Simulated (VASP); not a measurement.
A run of VASP 6.6.1 is set up as follows.

Contents of INCAR:

```
SYSTEM = MgO
PREC = Accurate ; ENCUT = 520
EDIFF = 1E-6 ; ISMEAR = -1
SIGMA = 0.02 ; LREAL = .False.
LASPH = .True. ; NELM = 60
ALGO = Normal ; ISIF = 2
LWAVE = .False. ; LCHARG = .False.
GGA = PE ; NBANDS = 11
```

KPOINTS

```
Automatic mesh
0
Gamma
  10 10 10
  0 0 0
```

Contents of POSCAR:

```
MgO
1.0
    2.5942299532     -0.0291191753     -0.0291191753
   -0.0291191753      2.5942299532     -0.0291191753
   -0.0291191753     -0.0291191753      2.5942299532
Mg O
1 1
Direct
    0.0000000000      0.0000000000      0.0000000000
    0.5000000000      0.5000000000      0.5000000000
```

Potentials or basis: VASP PAW PBE potentials, release 64 (Mg, O).

Command:

```bash
$ cat potpaw_PBE.64/Mg/POTCAR potpaw_PBE.64/O/POTCAR > POTCAR
$ mpirun -np 1 vasp_std > vasp.out
```

Task: Estimate the band gap on the k mesh.

Result: 2.95 eV, indirect (least direct gap 3.94 eV).

Task: Estimate the pressure.

Result: 11.5 GPa.

Stress tensor (GPa, compression positive):
```
11.54 -0.97 -0.97
-0.97 11.54 -0.97
-0.97 -0.97 11.54
```

Caveat: the cell differs from its parent crystal (strain along [111] -3.3%). A k mesh can miss the band edges.
